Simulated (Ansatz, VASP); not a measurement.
**Pt in VASP and in Ansatz**

```xyz
1
Lattice="0.0000 1.9090 1.9090 1.9090 0.0000 1.9090 1.9090 1.9090 0.0000" Properties=species:S:1:pos:R:3 pbc="T T T"
Pt    0.0000    0.0000    0.0000
```

Change from the starting cell: strain -0.025 along x and y, -0.025 along z, atoms carried along.

Alike in both runs: task single point; functional PBE; k mesh 20 × 20 × 20; occupations gaussian, width 0.15 eV; no spin polarisation.

|  | VASP | Ansatz |
| --- | --- | --- |
| version | VASP 6.6.1 | Ansatz 0.2.0 |
| potentials or method | VASP PAW PBE potentials, release 64 (Pt), cutoff 520 eV | scalar-relativistic, plane waves, PAW |
| valence electrons in the cell | 10 | 18 |

Ansatz gave:

| Quantity | Value |
| --- | --- |
| gap on the k mesh at the Fermi level (eV) | none |
| pressure (GPa) | 40.0 |

Question: Estimate VASP's values.

Answer: gap on the k mesh at the Fermi level (eV): none; pressure (GPa): 39.4.

A gap of «none» marks a metal or a gap that the smearing closes. Both programs put the cell under a high pressure, so it lies far from rest at this level. The functional is the same, so the differences come from potentials, cutoffs and numerics. VASP's potentials hold 10 valence electrons a cell and Ansatz's 18, so a difference there can come from the potentials and not from the codes.

Spin-orbit coupling is off throughout.
